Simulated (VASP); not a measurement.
RePbF6, 8 atoms in the cell. The structure is cubic, space group Pm-3 (No. 200). The conventional cell has a = 4.512 Å, b = 4.512 Å, c = 4.512 Å, α = 90.00°, β = 90.00°, γ = 90.00°. Re (site symmetry m-3) has 12 F at 2.50 Å within 3.3 Å. Pb (site symmetry m-3) has 12 F at 2.54 Å within 3.4 Å. F (site symmetry mm2) has 10 F at 2.17 to 2.76 Å and 2 Re at 2.50 Å and 2 Pb at 2.54 Å within 2.9 Å. 

- Program: VASP 6.6.1
- Task: single point
- Functional: PBE
- Potentials or basis: VASP PAW PBE potentials, release 64 (Re, Pb_d, F)
- Cutoff: 520 eV
- k mesh: 4 × 4 × 4
- Occupations: gaussian, width 0.1 eV
- Spin: collinear spin, ferromagnetic start
- Starting moments: [1.0, 0.0, 0.0, 0.0, 0.0, 0.0, 0.0, 0.0] μB
- Dipole correction: no
- Further INCAR settings: ALGO = Normal; EDIFF = 1e-06; NBANDS = 46

Potentials or basis: VASP PAW PBE potentials, release 64 (Re, Pb_d, F).

The run is started by

```sh
$ cat potpaw_PBE.64/Re/POTCAR potpaw_PBE.64/Pb_d/POTCAR potpaw_PBE.64/F/POTCAR > POTCAR
$ mpirun -np 1 vasp_std > vasp.out
```

Hardware: 1 thread of Intel(R) Xeon(R) Platinum 8559C (Emerald Rapids), with other jobs on the host.

How long does it take, and how much memory?

Run time: 91 s on 1 thread of Intel(R) Xeon(R) Platinum 8559C (Emerald Rapids), with other jobs on the host, peak memory 0.28 GiB. Counts: scf iterations 19, k points 11.
